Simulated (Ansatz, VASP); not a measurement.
# Hg in VASP and in Ansatz

```xyz
1
Lattice="0.0000 2.2596 2.2596 2.2596 0.0000 2.2596 2.2596 2.2596 0.0000" Properties=species:S:1:pos:R:3 pbc="T T T"
Hg    0.0000    0.0000    0.0000
```

Alike in both runs: task relaxation of cell and atoms; functional RPBE; k mesh 12 × 12 × 12; occupations fermi-dirac, width 0.1 eV; no spin polarisation.

|  | VASP | Ansatz |
| --- | --- | --- |
| version | VASP 6.6.1 | Ansatz 0.2.0 |
| potentials or method | VASP PAW PBE potentials, release 64 (Hg_sv_GW), cutoff 550 eV | plane waves (420 eV) with PAW, scalar-relativistic |
| valence electrons in the cell | 20 | 20 |

Ansatz gave:

| Item | Value |
| --- | --- |
| relaxed volume (Å³/atom) | 97.31 |
| relaxed length of the cell vector where the two differ most in proportion (Å) | 5.163 |

Task: Estimate VASP's values.

Result: Relaxed volume (Å³/atom): 31.81; relaxed length of the cell vector where the two differ most in proportion (Å): 3.557.

VASP's potentials were made for PBE, not for RPBE. One of these differences is far larger than is usual between the two programs; its cause wasn't traced.

Neither program's run includes spin-orbit coupling. Noted on VASP's run: the volume moved by over 15 % at a fixed basis, so the end points are rough.
